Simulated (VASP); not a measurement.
## Ni3Pt: single point with LDA+U

The system is Ni3Pt.

```
Ni Pt
1.0
     3.62457    0.00000    0.00000
     0.00000    3.62457    0.00000
     0.00000    0.00000    3.62457
Ni Pt
3 1
Direct
  0.50000 0.00000 0.50000
  0.00000 0.50000 0.50000
  0.50000 0.50000 0.00000
  0.00000 0.00000 0.00000
```

* Program: VASP 6.6.1
* Task: single point
* Functional: LDA
* Potentials or basis: VASP PAW LDA potentials, release 64 (Ni, Pt)
* Cutoff: 520 eV
* k mesh: 9 × 9 × 9
* Occupations: fermi-dirac, width 0.05 eV
* Spin: collinear spin, ferromagnetic start
* Starting moments: [1.5, 1.5, 1.5, 0.6] μB
* Hubbard terms: Ni d U = 3.0 eV, Pt d U = 3.0 eV
* Dipole correction: no
* Further INCAR settings: ALGO = Normal; EDIFF = 1e-07; NBANDS = 32

```yaml
Pressure: -17.3 GPa
Net_moment: 2.52 μB per cell
Site_moments: Ni +0.76; Pt +0.30 μB
Valence_electrons_inside_the_program's_atomic_spheres: Ni 9.35; Pt 9.67
```

Levels at points of the mesh, in eV from the Fermi level:
Spin up:
```csv
k point,band 18,band 19,band 20,band 21,band 22,band 23,band 24,band 25
"(0.00, 0.00, 0.00)",-0.69,-0.41,-0.41,-0.41,2.74,2.74,2.74,8.39
```
Spin down:
```tsv
k point	band 15	band 16	band 17	band 18	band 19	band 20	band 21	band 22	band 23	band 24
(0.00, 0.00, 0.00)	0.00	0.28	0.28	0.28	1.12	1.12	1.12	2.78	2.78	2.78
```

Eigenvalues of the final occupation matrices:
```tsv
site	spin	trace	eigenvalues
site 1 d	1	4.63	0.92 0.92 0.92 0.93 0.94
site 1 d	2	3.84	0.57 0.75 0.75 0.86 0.91
site 2 d	1	4.63	0.92 0.92 0.92 0.93 0.94
site 2 d	2	3.84	0.57 0.75 0.75 0.86 0.91
site 3 d	1	4.63	0.92 0.92 0.92 0.93 0.94
site 3 d	2	3.84	0.57 0.75 0.75 0.86 0.91
site 4 d	1	4.38	0.87 0.87 0.87 0.88 0.88
site 4 d	2	4.03	0.77 0.77 0.77 0.86 0.86
```

Run time: 83 s on 1 thread of Intel Xeon 6975P-C, on a shared host, peak memory 0.21 GiB.

Caveat: spin-orbit coupling is left out, which moves the levels of the heavy elements; the U is typed as a test and isn't derived for this compound. The state reached can hang on the start; a lower one may exist.
